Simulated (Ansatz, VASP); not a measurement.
Two plane-wave programs on HfZr3S8

```
Zr Hf S
1.0
     6.57055    0.00000   -0.00005
     0.00000    7.35296    0.00000
    -0.00005    0.00000    6.36544
Zr Hf S
3 1 8
Cartesian
  0.0000 5.5176 3.1827
  0.0000 3.6765 0.0000
  0.0000 1.8353 3.1827
  0.0000 0.0000 0.0000
  5.1236 0.0000 4.2600
  5.1239 5.5274 1.0535
  5.1212 3.6765 4.2411
  5.1239 1.8255 1.0535
  1.4466 1.8255 5.3119
  1.4469 0.0000 2.1054
  1.4466 5.5274 5.3119
  1.4493 3.6765 2.1243
```

Alike in both runs: functional PBE; k mesh 4 × 4 × 4; occupations gaussian, width 0.1 eV; no spin polarisation.

Ansatz relaxed the structure, and its values are those at the end. VASP's run is a single point on that final structure, the one shown.

|  | VASP | Ansatz |
| --- | --- | --- |
| version | VASP 6.6.1 | Ansatz 0.2.0 |
| potentials or method | VASP PAW PBE potentials, release 64 (Zr_sv, Hf_pv, S), cutoff 520 eV | scalar-relativistic, plane waves, PAW |
| valence electrons in the cell | 94 | 110 |

```tsv
	VASP	Ansatz	Ansatz less VASP
gap on the k mesh at the Fermi level (eV)	1.12	1.12	-0.002
least direct gap on the mesh (eV)	1.17	1.17	-0.002
pressure (GPa)	0.0	0.1	+0.15
rms of the force components (eV/Å)	0.016	0.004	-0.0120
```

The functional is the same, so the differences come from potentials, cutoffs and numerics. VASP's potentials hold 94 valence electrons a cell and Ansatz's 110, so a difference there can come from the potentials and not from the codes.

Neither program's run includes spin-orbit coupling.
